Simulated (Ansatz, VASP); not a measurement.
One calculation of Zn2CdSe3, two programs

```
Zn Cd Se
1.0
    -2.07251    2.07251    8.90263
     2.07251   -2.07251    8.90263
     2.07251    2.07251   -8.90263
Zn Cd Se
2 1 3
Direct
  0.67152 0.67152 0.00000
  0.32848 0.32848 0.00000
  0.00000 0.00000 0.00000
  0.59363 0.09363 0.50000
  0.25000 0.75000 0.50000
  0.90637 0.40637 0.50000
```

Alike in both runs: functional PBE; k mesh 10 × 10 × 10; occupations gaussian, width 0.02 eV; no spin polarisation.

Ansatz relaxed the structure, and its values are those at the end. VASP's run is a single point on that final structure, the one shown.

|  | VASP | Ansatz |
| --- | --- | --- |
| version | VASP 6.6.1 | Ansatz 0.2.0 |
| potentials or method | VASP PAW PBE potentials, release 64 (Zn, Cd, Se), cutoff 520 eV | scalar-relativistic, plane waves, PAW |
| valence electrons in the cell | 54 | 92 |

```tsv
	VASP	Ansatz	Ansatz less VASP
gap on the k mesh at the Fermi level (eV)	0.82	0.82	-0.001
least direct gap on the mesh (eV)	0.82	0.82	-0.001
pressure (GPa)	0.2	0.0	-0.23
rms of the force components (eV/Å)	0.004	0.001	-0.0034
```

VASP's potentials hold 54 valence electrons a cell and Ansatz's 92, so a difference there can come from the potentials and not from the codes.
